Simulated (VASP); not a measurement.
# Al3BiO (P6/mmm) in VASP: notebook, part 2 of 3

VASP 6.6.1.

### 3 Single point, PBE

This run uses another cell than the first one, of 22.43 Å³/atom, 1.065 times its volume.

Input file INCAR:

```
PREC = Accurate
ENCUT = 520
EDIFF = 1E-6
ISMEAR = 0
SIGMA = 0.1
LREAL = F
LASPH = T
NELM = 100
ALGO = Normal
ISIF = 2
LWAVE = F
LCHARG = F
GGA = PE
NBANDS = 23
```

Input file KPOINTS:

```
regular mesh
0
Gamma
  6 6 4
```

Input file POSCAR:

```
Al3BiO
1.0
    5.1706915617      0.0000000031      0.0000000000
   -2.5853457835      4.4779502460      0.0000000000
    0.0000000000      0.0000000000      4.8428832900
Al Bi O
3 1 1
Direct
    0.5000000000      0.0000000000      0.5000000000
    0.0000000000      0.5000000000      0.5000000000
    0.5000000000      0.5000000000      0.5000000000
    0.0000000000      0.0000000000      0.0000000000
    0.0000000000      0.0000000000      0.5000000000
```

Potentials or basis: VASP PAW PBE potentials, release 64 (Al, Bi_d, O).

Run with:

```console
$ cat potpaw_PBE.64/Al/POTCAR potpaw_PBE.64/Bi_d/POTCAR potpaw_PBE.64/O/POTCAR > POTCAR
$ mpirun -np 1 vasp_std > vasp.out
```

OUTCAR:

```text
PREC = Accurate
   ENCUT = 520
   EDIFF = 1E-6
   ISMEAR = 0
   LREAL = F
   LASPH = T
   NELM = 100
   ISIF = 2
   GGA = PE

 ion  position               nearest neighbor table
   1  0.500  0.000  0.500-   3 2.59   3 2.59   5 2.59   5 2.59   2 2.59   2 2.59   4 3.54   4 3.54
                             4 3.54   4 3.54
   2  0.000  0.500  0.500-   5 2.59   5 2.59   3 2.59   3 2.59   1 2.59   1 2.59   4 3.54   4 3.54
                             4 3.54   4 3.54
   3  0.500  0.500  0.500-   1 2.59   1 2.59   2 2.59   2 2.59   5 2.59   5 2.59   4 3.54   4 3.54
                             4 3.54   4 3.54
   4  0.000  0.000  0.000-   5 2.42   5 2.42   2 3.54   2 3.54   2 3.54   2 3.54   1 3.54   1 3.54
                             1 3.54   1 3.54   3 3.54   3 3.54   3 3.54   3 3.54
   5  0.000  0.000  0.500-   4 2.42   4 2.42   2 2.59   2 2.59   1 2.59   1 2.59   3 2.59   3 2.59

  LATTYP: Found a hexagonal cell.
 ALAT       =     5.1706915617
 C/A-ratio  =     0.9366026250

  Lattice vectors:

 A1 = (   5.1706915617,   0.0000000031,   0.0000000000)
 A2 = (  -2.5853457835,   4.4779502460,   0.0000000000)
 A3 = (   0.0000000000,   0.0000000000,   4.8428832900)

Analysis of symmetry for initial positions (statically):
=====================================================================
 Subroutine PRICEL returns:
 Original cell was already a primitive cell.

 Routine SETGRP: Setting up the symmetry group for a
 hexagonal supercell.

 Subroutine GETGRP returns: Found 24 space group operations
 (whereof 24 operations were pure point group operations)
 out of a pool of 24 trial point group operations.

The static configuration has the point symmetry D_6h.

Analysis of symmetry for dynamics (positions and initial velocities):
=====================================================================
 Subroutine PRICEL returns:
 Original cell was already a primitive cell.

 Routine SETGRP: Setting up the symmetry group for a
 hexagonal supercell.

 Subroutine GETGRP returns: Found 24 space group operations
 (whereof 24 operations were pure point group operations)
 out of a pool of 24 trial point group operations.

The dynamic configuration has the point symmetry D_6h.

 Subroutine INISYM returns: Found 24 space group operations
 (whereof 24 operations are pure point group operations),
 and found     1 'primitive' translations

----------------------------------------------------------------------------------------

                                     Primitive cell

  volume of cell :     112.1326

  direct lattice vectors                    reciprocal lattice vectors
     5.170691562  0.000000003  0.000000000     0.193397728  0.111658230  0.000000000
    -2.585345784  4.477950246  0.000000000    -0.000000000  0.223316461  0.000000000
     0.000000000  0.000000000  4.842883290     0.000000000  0.000000000  0.206488561

  length of vectors
     5.170691562  5.170691562  4.842883290     0.223316461  0.223316461  0.206488561

  position of ions in fractional coordinates (direct lattice)
     0.500000000  0.000000000  0.500000000
     1.000000000  0.500000000  0.500000000
     0.500000000  0.500000000  0.500000000
     0.000000000  0.000000000  0.000000000
     0.000000000  0.000000000  0.500000000

  ion indices of the primitive-cell ions
[... 34 lines left out ...]
            Coordinates               Weight
  0.000000  0.000000  0.000000      1.000000
  0.166667 -0.000000  0.000000      6.000000
  0.333333  0.000000  0.000000      6.000000
  0.500000 -0.000000  0.000000      3.000000
  0.166667  0.166667  0.000000      6.000000
  0.333333  0.166667  0.000000     12.000000
[... 13 lines left out ...]
  0.333333  0.166667  0.500000     12.000000
  0.333333  0.333333  0.500000      2.000000
   k-points           NKPTS =     21   k-points in BZ     NKDIM =     21   number of bands    NBANDS=     23
   number of dos      NEDOS =    301   number of ions     NIONS =      5
   total plane-waves  NPLWV =  57600
   dimension x,y,z NGX =    40 NGY =   40 NGZ =   36
   dimension x,y,z NGXF=    80 NGYF=   80 NGZF=   72
   ions per type =               3   1   1
   NGX,Y,Z   is equivalent  to a cutoff of  12.86, 12.86, 12.36 a.u.
   NGXF,Y,Z  is equivalent  to a cutoff of  25.72, 25.72, 24.72 a.u.
 SYSTEM =  unknown system
   PREC   = accura    normal or accurate (medium, high low for compatibility)
   ISTART =      0    job   : 0-new  1-cont  2-samecut
   ICHARG =      2    charge: 1-file 2-atom 10-const
   ISPIN  =      1    spin polarized calculation?
   LNONCOLLINEAR =      F non collinear calculations
   LSORBIT =      F    spin-orbit coupling
   LASPH  =      T    aspherical Exc in radial PAW
   ENCUT  =  520.0 eV  38.22 Ry    6.18 a.u.   9.61  9.61  9.00*2*pi/ulx,y,z
   NELM   =    100;   NELMIN=  2; NELMDL= -5     # of ELM steps
   EDIFF  = 0.1E-05   stopping-criterion for ELM
   LREAL  =      F    real-space projection
   EDIFFG = 0.1E-04   stopping-criterion for IOM
   NSW    =      0    number of steps for IOM
   IBRION =     -1    ionic relax: 0-MD 1-quasi-New 2-CG
   NFREE  =      0    steps in history (QN), initial steepest desc. (CG)
   ISIF   =      2    stress and relaxation
   ISYM   =      2    0-nonsym 1-usesym 2-fastsym
   POTIM  = 0.5000    time-step for ionic-motion
   TEBEG  =    0.0;   TEEND  =   0.0 temperature during run
   PSTRESS=    0.0 pullay stress
   NELECT =      30.0000    total number of electrons
   NUPDOWN=      -1.0000    fix difference up-down
   EMIN   =  10.00;   EMAX   =-10.00  energy-range for DOS
   EFERMI =   0.00;   METHOD = LEGACY
   ISMEAR =     0;   SIGMA  =   0.10  broadening in eV -4-tet -1-fermi 0-gaus
   EFERMI_NEDOS =   21; number of points for ismear=-14 and -15
   IALGO  =     38    algorithm
   IMIX   =      4    mixing-type and parameters
     AMIX     =   0.40;   BMIX     =  1.00
     AMIX_MAG =   1.60;   BMIX_MAG =  1.00
  volume/ion in A,a.u.               =      22.43       151.34
  Fermi-wavevector in a.u.,A,eV,Ry     =   1.054884  1.993441 15.140288  1.112780
  Thomas-Fermi vector in A             =   2.190061
   LORBIT       =      0    0 simple, 1 ext, 2 COOP (PROOUT), +10 PAW based schemes
   GGA     = PE    functional components
   LHFCALC =     F    Hartree Fock is set to
   AEXX    =    0.0000 exact exchange contribution
   IVDW    =     0    specifies the selected vdW correction
   LEPSILON=     F    determine dielectric tensor
   LRPA    =     F    only Hartree local field effects (RPA)
 non-spin polarized calculation
 Gauss-broadening in eV      SIGMA  =   0.10
  energy-cutoff  :      520.00
  volume of cell :      112.13
 maximum number of plane-waves:      3102
 NGX is ok and might be reduce to    40
   NGX = 19   NGY = 19   NGZ = 19

 number of electron      30.0000001 magnetization

 Free energy of the ion-electron system (eV)
  ---------------------------------------------------
  ext. energy  EPLUGINS =         0.00000000
  ---------------------------------------------------
  free energy    TOTEN  =       -18.88111970 eV

  energy without entropy =      -18.86136538  energy(sigma->0) =      -18.87124254

 E-fermi :   5.1327     XC(G=0):  -9.1954

 val. band max:        5.1127079764   @ k =   0.3333   0.1667   0.0000
 cond. band min:       5.1742645233   @ k =   0.3333   0.0000   0.5000
 fundamental gap:      0.0615565469
 Fermi energy:         5.1327258647

 k-point     1 :       0.0000    0.0000    0.0000
  band No.  band energies     occupation
      1     -17.7693      2.00000
      2     -17.6471      2.00000
      3     -17.6471      2.00000
      4     -17.5511      2.00000
      5     -17.5511      2.00000
      6     -13.2342      2.00000
[... 535 lines left out ...]
     22      10.8622      0.00000
     23      11.3016      0.00000

------------------------ aborting loop because EDIFF is reached ----------------------------------------

  FORCE on cell =-STRESS in cart. coord.  units (eV):
  Direction    XX          YY          ZZ          XY          YZ          ZX
  --------------------------------------------------------------------------------------
  -------------------------------------------------------------------------------------
  Total        0.2130477      0.2130477     -0.1101098      0.0000000      0.0000000      0.0000000
  in kB        3.0440761      3.0440761     -1.5732744      0.0000000      0.0000000      0.0000000
  external PRESSURE =       1.5049593 kB  Pullay stress =       0.0000000 kB

 VOLUME and BASIS-vectors are now :
 -----------------------------------------------------------------------------
  energy-cutoff  :      520.00
  volume of cell :      112.13
      direct lattice vectors                 reciprocal lattice vectors
     5.170691562  0.000000003  0.000000000     0.193397728  0.111658230  0.000000000
    -2.585345784  4.477950246  0.000000000    -0.000000000  0.223316461  0.000000000
     0.000000000  0.000000000  4.842883290     0.000000000  0.000000000  0.206488561

 POSITION                                       TOTAL-FORCE (eV/Angst)
 -----------------------------------------------------------------------------------
      2.58535      0.00000      2.42144         0.000000      0.000000      0.000000
     -1.29267      2.23898      2.42144        -0.000000      0.000000      0.000000
      1.29267      2.23898      2.42144         0.000000      0.000000      0.000000
      0.00000      0.00000      0.00000        -0.000000      0.000000      0.000000
      0.00000      0.00000      2.42144         0.000000      0.000000      0.000000
 -----------------------------------------------------------------------------------
    total drift:                                0.000000     -0.000000     -0.000000

  FREE ENERGIE OF THE ION-ELECTRON SYSTEM (eV)
  ---------------------------------------------------
  free  energy   TOTEN  =       -18.8811196975 eV

  energy  without entropy=      -18.8613653791  energy(sigma->0) =      -18.87124254
```

Wall time 35 s (1 thread of AMD EPYC 9R45 (Zen 5), shared host); peak memory 0.22 GiB.

Results:

```yaml
Free_energy: -18.8811 eV
Pressure: 0.2 GPa
Band_gap_on_the_k_mesh: zero (band 15 reaches 5.47 eV, above the bottom of band 16 at 4.64 eV)
```

Caveat: spin-orbit coupling is left out, which moves the levels of the heavy elements.

### 4 Relaxation of cell and atoms, PBE

Input file INCAR:

```
ALGO = Normal ; EDIFF = 1E-7
EDIFFG = -0.04 ; ENCUT = 600
GGA = PE ; IBRION = 2
ISIF = 3 ; ISMEAR = 0
LASPH = T ; LCHARG = F
LREAL = F ; LWAVE = F
NELM = 80 ; NSW = 90
PREC = Accurate ; SIGMA = 0.1
```

Input file KPOINTS:

```
k-points
0
Gamma
  6 6 4
```

POSCAR, as its differences from that of step 3:

```diff
@@ -2,5 +2,5 @@
 1.0
-    5.1706915617      0.0000000031      0.0000000000
-   -2.5853457835      4.4779502460      0.0000000000
-    0.0000000000      0.0000000000      4.8428832900
+    4.8231709500      0.0000000000      0.0000000000
+   -2.4115854800      4.1769885700      0.0000000000
+    0.0000000000      0.0000000000      5.2246182900
 Al Bi O
```

Run with:

```console
$ cat potpaw_PBE.64/Al/POTCAR potpaw_PBE.64/Bi_d/POTCAR potpaw_PBE.64/O/POTCAR > POTCAR
$ mpirun -np 1 vasp_std > vasp.out
```

It took 2.8 min on 1 thread of AMD EPYC 9R45 (Zen 5), shared host; peak memory 0.25 GiB.

The run converged. Its results:

* Free energy: -18.8807 eV
* Relaxed volume: 22.44 Å³/atom
* Relaxed cell: a = 5.176 Å, b = 5.176 Å, c = 4.835 Å, α = 90.00°, β = 90.00°, γ = 120.00°
* Space group after relaxing (to 0.05 Å): P6/mmm (No. 191)
* Energy gained by relaxing: 112.7 meV/atom
* Ionic steps: 7
* Pressure after relaxing: 0.1 GPa
* Band gap on the k mesh: zero (band 15 reaches 5.46 eV, above the bottom of band 16 at 4.63 eV)

Stress tensor (GPa, compression positive):
```
 0.28  0.00  0.00
 0.00  0.28  0.00
 0.00  0.00 -0.10
```

The path:
| step | energy change (eV) | largest force (eV/Å) | pressure (GPa) | volume (Å³) |
| --- | --- | --- | --- | --- |
| 1 | 0.0000 | 0.0000 | 6.13 | 105.26 |
| 2 | -0.4821 | 0.0000 | -2.24 | 117.65 |
| 3 | -0.4828 | 0.0000 | -1.94 | 116.97 |
| 4 | -0.5519 | 0.0000 | -0.56 | 113.38 |
| 5 | -0.5611 | 0.0000 | 0.25 | 111.78 |
| 6 | -0.5613 | 0.0000 | 0.37 | 111.55 |
| 7 | -0.5636 | 0.0000 | 0.15 | 112.19 |

Final structure:
```
Al Bi O
1.0
     5.17625    0.00000    0.00000
    -2.58812    4.48276    0.00000
     0.00000    0.00000    4.83481
Al Bi O
3 1 1
Direct
  0.50000 0.00000 0.50000
  0.00000 0.50000 0.50000
  0.50000 0.50000 0.50000
  0.00000 0.00000 0.00000
  0.00000 0.00000 0.50000
```

Levels at points of the mesh, in eV from the Fermi level:
```tsv
k point	band 12	band 13	band 14	band 15	band 16	band 17	band 18	band 19
(0.00, 0.00, 0.00)	-3.13	-1.27	-1.27	-0.40	0.40	0.40	3.54	4.04
(0.50, 0.00, 0.00)	-2.78	-0.62	-0.38	-0.22	-0.07	1.30	1.98	2.88
(0.00, 0.00, 0.50)	-2.34	-1.08	-0.94	-0.94	-0.50	-0.50	1.75	2.87
(0.50, 0.00, 0.50)	-2.66	-2.24	-1.22	-1.12	0.19	0.39	3.03	3.31
```

Caveat: spin-orbit coupling is left out, which moves the levels of the heavy elements.

### 5 Single point, PBE

This run uses another cell than the first one, of 22.63 Å³/atom, 1.075 times its volume.

Input file INCAR:

```
ALGO     = Normal         # electronic algorithm
EDIFF    = 1E-6           # SCF threshold, eV
ENCUT    = 520            # plane-wave cutoff, eV
GGA      = PE             # functional
ISIF     = 2              # what is computed and relaxed
ISMEAR   = 0              # smearing method
LASPH    = True           # aspherical terms in the spheres
LCHARG   = False          # write CHGCAR
LREAL    = False          # projectors in reciprocal space
LWAVE    = False          # write WAVECAR
NBANDS   = 23             # bands
NELM     = 80             # most SCF steps
PREC     = Accurate       # precision mode
SIGMA    = 0.1            # smearing width, eV
```

Input file KPOINTS:

```
k-points
0
Gamma
  12 12 8
```

POSCAR, as its differences from that of step 4:

```diff
@@ -2,5 +2,5 @@
 1.0
-    4.8231709500      0.0000000000      0.0000000000
-   -2.4115854800      4.1769885700      0.0000000000
-    0.0000000000      0.0000000000      5.2246182900
+    5.2312024747      0.0000000000      0.0000000000
+   -2.6156012374      4.5303542354      0.0000000000
+    0.0000000000      0.0000000000      4.7743035959
 Al Bi O
```

Run with:

```console
$ cat potpaw_PBE.64/Al/POTCAR potpaw_PBE.64/Bi_d/POTCAR potpaw_PBE.64/O/POTCAR > POTCAR
$ mpirun -np 1 vasp_std > vasp.out
```

Run time: 2 min. Hardware: 1 thread of AMD EPYC 9R45 (Zen 5), shared host; peak memory 0.36 GiB.

It converged, with:

```
Free energy            : -18.9788 eV
Pressure               : 0.0 GPa
Band gap on the k mesh : zero (band 15 reaches 5.38 eV, above the bottom of band 16 at 4.44 eV)
```

Stress tensor (GPa, compression positive):
```
-0.05  0.00  0.00
 0.00 -0.05  0.00
 0.00  0.00  0.03
```

Levels at points of the mesh, in eV from the Fermi level:
| k point | band 11 | band 12 | band 13 | band 14 | band 15 | band 16 | band 17 | band 18 | band 19 | band 20 |
| --- | --- | --- | --- | --- | --- | --- | --- | --- | --- | --- |
| (0.00, 0.00, 0.00) | -5.28 | -3.08 | -1.38 | -1.38 | -0.33 | 0.37 | 0.37 | 3.52 | 3.97 | 3.97 |
| (0.50, 0.00, 0.00) | -5.47 | -2.78 | -0.67 | -0.30 | -0.25 | 0.05 | 1.37 | 1.91 | 2.79 | 3.50 |
| (0.00, 0.00, 0.50) | -2.93 | -2.26 | -1.05 | -1.00 | -1.00 | -0.59 | -0.59 | 1.92 | 2.70 | 2.70 |
| (0.50, 0.00, 0.50) | -3.32 | -2.64 | -2.12 | -1.29 | -1.11 | 0.14 | 0.29 | 2.97 | 3.45 | 4.08 |

Caveat: spin-orbit coupling is left out, which moves the levels of the heavy elements.

[end of part 2 of 3]
